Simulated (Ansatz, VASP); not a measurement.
One calculation of Pt, two programs

The input INCAR:

```
PREC = Accurate
ENCUT = 520
EDIFF = 1E-6
ISMEAR = 0
SIGMA = 0.15
LREAL = False
LASPH = True
NELM = 80
ALGO = Fast
ISIF = 2
LWAVE = False
LCHARG = False
NBANDS = 17
```

Contents of KPOINTS:

```
regular mesh
0
Gamma
  18 18 10
```

File POSCAR:

```
Pt
1.0
    2.7081940711      0.0000000000      0.0000000000
   -1.3540970355      2.3453648639      0.0000000000
    0.0000000000      0.0000000000      4.6773974959
Pt
2
Direct
    0.6341806199      0.3739666699      0.7500000000
    0.3658193801      0.6260333301      0.2500000000
```

Input for Ansatz:

```yaml
crystal:
  lattice:
    - [2.7081940711, 0.0, 0.0]
    - [-1.3540970355, 2.3453648639, 0.0]
    - [0.0, 0.0, 4.6773974959]
  atoms:
    - { symbol: Pt, position: [0.6341806199, 0.3739666699, 0.75] }
    - { symbol: Pt, position: [0.3658193801, 0.6260333301, 0.25] }
basis:
  ecutwfc: 420
kpoints:
  mp_grid: { grid: [18, 18, 10] }
hamiltonian:
  xc: lda
scf:
  occupations: { method: gaussian, width: 0.15 }
output:
  forces: true
  stress: true
  eigenvalues: true
```

Change from the starting cell: mode 1 frozen in at -0.143 Å and mode 2 at +0.095 Å (largest displacements).

Alike in both runs: task single point; functional LDA; k mesh 18 × 18 × 10; occupations gaussian, width 0.15 eV; no spin polarisation.

|  | VASP | Ansatz |
| --- | --- | --- |
| version | VASP 6.6.1 | Ansatz 0.2.0 |
| potentials or method | VASP PAW LDA potentials, release 64 (Pt), cutoff 520 eV | scalar-relativistic, plane waves, PAW |
| valence electrons in the cell | 20 | 36 |

VASP gave:

| Property | Result |
| --- | --- |
| gap on the k mesh at the Fermi level (eV) | none |
| pressure (GPa) | 2.8 |
| traceless stress, the component that is largest in VASP (GPa) | 3.86 |
| rms of the force components (eV/Å) | 0.206 |

**Question.** What did Ansatz give for the same quantities?

**Answer.** gap on the k mesh at the Fermi level (eV): none; pressure (GPa): 2.1; traceless stress, the component that is largest in VASP (GPa): 4.16; rms of the force components (eV/Å): 0.200.

LDA's correlation is that of Perdew and Zunger in VASP and of Perdew and Wang (1992) in Ansatz. Atom by atom the forces differ by 0.006 eV/Å (rms over components). A gap of «none» marks a metal or a gap that the smearing closes. VASP's potentials hold 20 valence electrons a cell and Ansatz's 36, so a difference there can come from the potentials and not from the codes.

Spin-orbit coupling is off throughout.
